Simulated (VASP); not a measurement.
# Cu3N (Pm-3m) in VASP: notebook

Runs on Cu3N. Level: PBE. Tasks: single point.

Program: VASP 6.6.1. These are calculated values, not measurements. Logs are shortened: lines on timing, memory, paths and dates and some standing lists are left out, and cuts for length are marked.

### 1 The cell of the first run

It takes space group Pm-3m (No. 221, cubic). The conventional cell has a = 3.648 Å, b = 3.648 Å, c = 3.648 Å, α = 90.00°, β = 90.00°, γ = 90.00°. Within 2.4 Å of Cu (site symmetry 4/mmm) lie 2 N at 1.82 Å. N (site symmetry m-3m) has 6 Cu at 1.82 Å within 2.4 Å.

### 2 Single point, PBE

Contents of INCAR:

```
SYSTEM = Cu3N
ALGO = Normal
EDIFF = 1E-6
ENCUT = 600
GGA = PE
GGA_COMPAT = .FALSE.
ISIF = 2
ISMEAR = 0
LASPH = .TRUE.
LCHARG = .FALSE.
LREAL = .FALSE.
LWAVE = .FALSE.
NBANDS = 27
NELM = 120
PREC = Accurate
SIGMA = 0.01
```

Contents of KPOINTS:

```
k-points
0
G
  5 5 5
  0 0 0
```

Contents of POSCAR:

```
Cu3N
1.0
    3.6481870792      0.0000000000      0.0000000000
    0.0000000000      3.6481870792      0.0000000000
    0.0000000000      0.0000000000      3.6481870792
Cu N
3 1
Direct
    0.5000000000      0.0000000000      0.0000000000
    0.0000000000      0.5000000000      0.0000000000
    0.0000000000      0.0000000000      0.5000000000
    0.0000000000      0.0000000000      0.0000000000
```

Potentials or basis: VASP PAW PBE potentials, release 64 (Cu, N).

The run is started by

```console
> cat potpaw_PBE.64/Cu/POTCAR potpaw_PBE.64/N/POTCAR > POTCAR
> mpirun -np 1 vasp_std > vasp.out
```

OUTCAR:

```text
SYSTEM = Cu3N
   EDIFF = 1E-6
   ENCUT = 600
   GGA = PE
   ISIF = 2
   ISMEAR = 0
   LASPH = .TRUE.
   LREAL = .FALSE.
   NELM = 120
   PREC = Accurate

 ion  position               nearest neighbor table
   1  0.500  0.000  0.000-   4 1.82   4 1.82   2 2.58   3 2.58   2 2.58   2 2.58   3 2.58   3 2.58
                             3 2.58   2 2.58
   2  0.000  0.500  0.000-   4 1.82   4 1.82   1 2.58   3 2.58   1 2.58   3 2.58   3 2.58   3 2.58
                             1 2.58   1 2.58
   3  0.000  0.000  0.500-   4 1.82   4 1.82   1 2.58   1 2.58   2 2.58   2 2.58   2 2.58   2 2.58
                             1 2.58   1 2.58
   4  0.000  0.000  0.000-   1 1.82   2 1.82   3 1.82   3 1.82   2 1.82   1 1.82

  LATTYP: Found a simple cubic cell.
 ALAT       =     3.6481870792

  Lattice vectors:

 A1 = (   3.6481870792,   0.0000000000,   0.0000000000)
 A2 = (   0.0000000000,   3.6481870792,   0.0000000000)
 A3 = (   0.0000000000,   0.0000000000,   3.6481870792)

Analysis of symmetry for initial positions (statically):
=====================================================================
 Subroutine PRICEL returns:
 Original cell was already a primitive cell.

 Routine SETGRP: Setting up the symmetry group for a
 simple cubic supercell.

 Subroutine GETGRP returns: Found 48 space group operations
 (whereof 48 operations were pure point group operations)
 out of a pool of 48 trial point group operations.

The static configuration has the point symmetry O_h .

Analysis of symmetry for dynamics (positions and initial velocities):
=====================================================================
 Subroutine PRICEL returns:
 Original cell was already a primitive cell.

 Routine SETGRP: Setting up the symmetry group for a
 simple cubic supercell.

 Subroutine GETGRP returns: Found 48 space group operations
 (whereof 48 operations were pure point group operations)
 out of a pool of 48 trial point group operations.

The dynamic configuration has the point symmetry O_h .

 Subroutine INISYM returns: Found 48 space group operations
 (whereof 48 operations are pure point group operations),
 and found     1 'primitive' translations

----------------------------------------------------------------------------------------

                                     Primitive cell

  volume of cell :      48.5547

  direct lattice vectors                    reciprocal lattice vectors
     3.648187079  0.000000000  0.000000000     0.274108750  0.000000000  0.000000000
     0.000000000  3.648187079  0.000000000     0.000000000  0.274108750  0.000000000
     0.000000000  0.000000000  3.648187079     0.000000000  0.000000000  0.274108750

  length of vectors
     3.648187079  3.648187079  3.648187079     0.274108750  0.274108750  0.274108750

  position of ions in fractional coordinates (direct lattice)
     0.500000000  0.000000000  0.000000000
     0.000000000  0.500000000  0.000000000
     0.000000000  0.000000000  0.500000000
     0.000000000  0.000000000  0.000000000

  ion indices of the primitive-cell ions
   primitive index   ion index
                 1           1
                 2           2
                 3           3
                 4           4

----------------------------------------------------------------------------------------

 KPOINTS: k-points

Automatic generation of k-mesh.
 Grid dimensions read from file:
 generate k-points for:    5    5    5

 Generating k-lattice:

  Cartesian coordinates                     Fractional coordinates (reciprocal lattice)
     0.054821750  0.000000000  0.000000000     0.200000000  0.000000000  0.000000000
     0.000000000  0.054821750  0.000000000     0.000000000  0.200000000  0.000000000
     0.000000000  0.000000000  0.054821750     0.000000000  0.000000000  0.200000000

  Length of vectors
     0.054821750  0.054821750  0.054821750

  Shift w.r.t. Gamma in fractional coordinates (k-lattice)
     0.000000000  0.000000000  0.000000000

 Subroutine IBZKPT returns following result:
 ===========================================

 Found     10 irreducible k-points:

 Following reciprocal coordinates:
            Coordinates               Weight
  0.000000  0.000000  0.000000      1.000000
  0.200000  0.000000  0.000000      6.000000
  0.400000  0.000000  0.000000      6.000000
  0.200000  0.200000  0.000000     12.000000
  0.400000  0.200000  0.000000     24.000000
  0.400000  0.400000  0.000000     12.000000
  0.200000  0.200000  0.200000      8.000000
  0.400000  0.200000  0.200000     24.000000
  0.400000  0.400000  0.200000     24.000000
  0.400000  0.400000  0.400000      8.000000
   k-points           NKPTS =     10   k-points in BZ     NKDIM =     10   number of bands    NBANDS=     27
   number of dos      NEDOS =    301   number of ions     NIONS =      4
   total plane-waves  NPLWV =  27000
   dimension x,y,z NGX =    30 NGY =   30 NGZ =   30
   dimension x,y,z NGXF=    60 NGYF=   60 NGZF=   60
   ions per type =               3   1
   NGX,Y,Z   is equivalent  to a cutoff of  13.67, 13.67, 13.67 a.u.
   NGXF,Y,Z  is equivalent  to a cutoff of  27.34, 27.34, 27.34 a.u.
 SYSTEM =  Cu3N
   PREC   = accura    normal or accurate (medium, high low for compatibility)
   ISTART =      0    job   : 0-new  1-cont  2-samecut
   ICHARG =      2    charge: 1-file 2-atom 10-const
   ISPIN  =      1    spin polarized calculation?
   LNONCOLLINEAR =      F non collinear calculations
   LSORBIT =      F    spin-orbit coupling
   LASPH  =      T    aspherical Exc in radial PAW
   ENCUT  =  600.0 eV  44.10 Ry    6.64 a.u.   7.29  7.29  7.29*2*pi/ulx,y,z
   NELM   =    120;   NELMIN=  2; NELMDL= -5     # of ELM steps
   EDIFF  = 0.1E-05   stopping-criterion for ELM
   LREAL  =      F    real-space projection
   EDIFFG = 0.1E-04   stopping-criterion for IOM
   NSW    =      0    number of steps for IOM
   IBRION =     -1    ionic relax: 0-MD 1-quasi-New 2-CG
   NFREE  =      0    steps in history (QN), initial steepest desc. (CG)
   ISIF   =      2    stress and relaxation
   ISYM   =      2    0-nonsym 1-usesym 2-fastsym
   POTIM  = 0.5000    time-step for ionic-motion
   TEBEG  =    0.0;   TEEND  =   0.0 temperature during run
   PSTRESS=    0.0 pullay stress
   NELECT =      38.0000    total number of electrons
   NUPDOWN=      -1.0000    fix difference up-down
   EMIN   =  10.00;   EMAX   =-10.00  energy-range for DOS
   EFERMI =   0.00;   METHOD = LEGACY
   ISMEAR =     0;   SIGMA  =   0.01  broadening in eV -4-tet -1-fermi 0-gaus
   EFERMI_NEDOS =   21; number of points for ismear=-14 and -15
   IALGO  =     38    algorithm
   IMIX   =      4    mixing-type and parameters
     AMIX     =   0.40;   BMIX     =  1.00
     AMIX_MAG =   1.60;   BMIX_MAG =  1.00
  volume/ion in A,a.u.               =      12.14        81.92
  Fermi-wavevector in a.u.,A,eV,Ry     =   1.508663  2.850960 30.967735  2.276064
  Thomas-Fermi vector in A             =   2.619088
   LORBIT       =      0    0 simple, 1 ext, 2 COOP (PROOUT), +10 PAW based schemes
   GGA     = PE    functional components
   LHFCALC =     F    Hartree Fock is set to
   AEXX    =    0.0000 exact exchange contribution
   IVDW    =     0    specifies the selected vdW correction
   LEPSILON=     F    determine dielectric tensor
   LRPA    =     F    only Hartree local field effects (RPA)
 non-spin polarized calculation
 Gauss-broadening in eV      SIGMA  =   0.01
  energy-cutoff  :      600.00
  volume of cell :       48.55
 maximum number of plane-waves:      1647
 NGX is ok and might be reduce to    30
   NGX = 15   NGY = 15   NGZ = 15

 number of electron      37.9999980 magnetization

 Free energy of the ion-electron system (eV)
  ---------------------------------------------------
  ext. energy  EPLUGINS =         0.00000000
  ---------------------------------------------------
  free energy    TOTEN  =       -17.90381510 eV

  energy without entropy =      -17.90381510  energy(sigma->0) =      -17.90381510

 E-fermi :   6.0455     XC(G=0): -11.5064

 val. band max:        5.9788131708   @ k =   0.4000   0.4000   0.4000
 cond. band min:       7.3400300260   @ k =   0.4000   0.4000   0.0000
 fundamental gap:      1.3612168552
 Fermi energy:         6.0455410405

 k-point     1 :       0.0000    0.0000    0.0000
  band No.  band energies     occupation
      1     -11.6987      2.00000
      2       0.2742      2.00000
      3       0.8707      2.00000
      4       0.8707      2.00000
      5       0.8707      2.00000
      6       1.7611      2.00000
[... 19 lines left out ...]
     26      19.6206      0.00000
     27      19.6207      0.00000

 k-point     2 :       0.2000    0.0000    0.0000
  band No.  band energies     occupation
      1     -11.5258      2.00000
      2      -0.5595      2.00000
      3       0.4523      2.00000
      4       0.4523      2.00000
      5       0.7507      2.00000
      6       1.8079      2.00000
[... 19 lines left out ...]
     26      17.6767      0.00000
     27      18.0851      0.00000

 k-point     3 :       0.4000    0.0000    0.0000
  band No.  band energies     occupation
      1     -11.2151      2.00000
      2      -1.9656      2.00000
      3       0.0554      2.00000
      4       0.0554      2.00000
      5       1.5311      2.00000
      6       1.8898      2.00000
[... 19 lines left out ...]
     26      16.5275      0.00000
     27      16.5275      0.00000

 k-point     4 :       0.2000    0.2000    0.0000
  band No.  band energies     occupation
      1     -11.3514      2.00000
      2      -0.6986      2.00000
      3      -0.6735      2.00000
      4       0.1510      2.00000
      5       1.0803      2.00000
      6       2.0298      2.00000
[... 19 lines left out ...]
     26      17.0476      0.00000
     27      17.2627      0.00000
[... 96 lines left out ...]
      4      -0.9887      2.00000
      5       2.0399      2.00000
      6       2.3827      2.00000
[... 19 lines left out ...]
     26      17.8900      0.00000
     27      18.7624      0.00000

 k-point     9 :       0.4000    0.4000    0.2000
  band No.  band energies     occupation
      1     -10.5304      2.00000
      2      -2.2307      2.00000
      3      -2.2078      2.00000
      4      -1.2326      2.00000
      5       2.3543      2.00000
      6       2.5867      2.00000
[... 19 lines left out ...]
     26      15.8523      0.00000
     27      20.3789      0.00000

 k-point    10 :       0.4000    0.4000    0.4000
  band No.  band energies     occupation
      1     -10.1920      2.00000
      2      -2.3628      2.00000
      3      -2.3628      2.00000
      4      -2.3127      2.00000
      5       2.1619      2.00000
      6       2.7627      2.00000
[... 19 lines left out ...]
     26      15.0428      0.00000
     27      19.6634      0.00000

------------------------ aborting loop because EDIFF is reached ----------------------------------------

  FORCE on cell =-STRESS in cart. coord.  units (eV):
  Direction    XX          YY          ZZ          XY          YZ          ZX
  --------------------------------------------------------------------------------------
  -------------------------------------------------------------------------------------
  Total        7.2581160      7.2581160      7.2581160      0.0000000      0.0000000      0.0000000
  in kB      239.4987125    239.4987125    239.4987125      0.0000000      0.0000000      0.0000000
  external PRESSURE =     239.4987125 kB  Pullay stress =       0.0000000 kB

 VOLUME and BASIS-vectors are now :
 -----------------------------------------------------------------------------
  energy-cutoff  :      600.00
  volume of cell :       48.55
      direct lattice vectors                 reciprocal lattice vectors
     3.648187079  0.000000000  0.000000000     0.274108750  0.000000000  0.000000000
     0.000000000  3.648187079  0.000000000     0.000000000  0.274108750  0.000000000
     0.000000000  0.000000000  3.648187079     0.000000000  0.000000000  0.274108750

 POSITION                                       TOTAL-FORCE (eV/Angst)
 -----------------------------------------------------------------------------------
      1.82409      0.00000      0.00000         0.000000      0.000000      0.000000
      0.00000      1.82409      0.00000         0.000000      0.000000      0.000000
      0.00000      0.00000      1.82409         0.000000      0.000000      0.000000
      0.00000      0.00000      0.00000         0.000000      0.000000      0.000000
 -----------------------------------------------------------------------------------
    total drift:                                0.000000      0.000000      0.000000

  FREE ENERGIE OF THE ION-ELECTRON SYSTEM (eV)
  ---------------------------------------------------
  free  energy   TOTEN  =       -17.9038151016 eV

  energy  without entropy=      -17.9038151016  energy(sigma->0) =      -17.90381510
```

Wall time 15 s (1 thread of Intel Xeon Platinum 8488C (Sapphire Rapids), shared host); peak memory 0.17 GiB.

Results:

| Quantity | Value |
| --- | --- |
| Free energy | -17.9038 eV |
| Pressure | 23.9 GPa |
| Band gap on the k mesh | 1.36 eV, indirect (least direct gap 1.68 eV) |

A k mesh can miss the band edges. PBE gaps usually lie below the measured ones, often by a third to a half.

(Part 1 of 2 ends here.)
